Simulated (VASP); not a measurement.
A run of VASP 6.6.1 is set up as follows.

POSCAR

```
SiTe
1.0
    3.7143358800      0.0000000000      0.0000000000
   -1.8571679400      3.2167092300      0.0000000000
    0.0000000000      0.0000000000      4.9763725600
Si Te
1 1
Direct
    0.0000000000      0.0000000000      0.5000000000
    0.0000000000      0.0000000000      0.0000000000
```

INCAR.step1

```
SYSTEM = SiTe
PREC = Accurate
ENCUT = 440
EDIFF = 1E-5
ISMEAR = -1
SIGMA = 0.05
LREAL = .FALSE.
LASPH = .TRUE.
NELM = 120
ALGO = Normal
ISIF = 2
LWAVE = .TRUE.
GGA = PE
NBANDS = 12
GGA_COMPAT = .FALSE.
```

INCAR.step2

```
SYSTEM = SiTe
PREC = Accurate
ENCUT = 440
EDIFF = 1E-6
ISMEAR = -1
SIGMA = 0.05
LREAL = .FALSE.
LASPH = .TRUE.
NELM = 120
ALGO = Normal
ISIF = 2
LWAVE = .FALSE.
LCHARG = .TRUE.
METAGGA = R2SCAN
LHFCALC = .TRUE.
AEXX = 0.1
LMIXTAU = .TRUE.
PRECFOCK = Normal
LELF = .TRUE.
LVHAR = .TRUE.
ISTART = 1
NBANDS = 12
GGA_COMPAT = .FALSE.
```

Contents of KPOINTS:

```
Automatic mesh
0
G
  4 4 3
  0 0 0
```

Potentials or basis: VASP PAW PBE potentials, release 64 (Si, Te).

The run is started by

```console
$ cat potpaw_PBE.64/Si/POTCAR potpaw_PBE.64/Te/POTCAR > POTCAR
$ cp INCAR.step1 INCAR
$ mpirun -np 1 vasp_std > vasp.out
$ cp INCAR.step2 INCAR
$ mpirun -np 1 vasp_std > vasp.out
```

Task: Estimate the pressure.

Result: 1.1 GPa.

Task: Predict the band gap on the k mesh.

Result: Zero (bands 5 and 6 overlap by 0.85 eV).

Stress tensor (GPa, compression positive):
```
-1.31  0.00  0.00
 0.00 -1.31  0.00
 0.00  0.00  5.96
```

Caveat: the k points lie up to 0.49 Å⁻¹ apart, too coarse for converged energies and pressures of a metal; the PAW data sets were made with another functional, which shifts forces and pressure a little; spin-orbit coupling is left out, which moves the levels of the heavy elements.
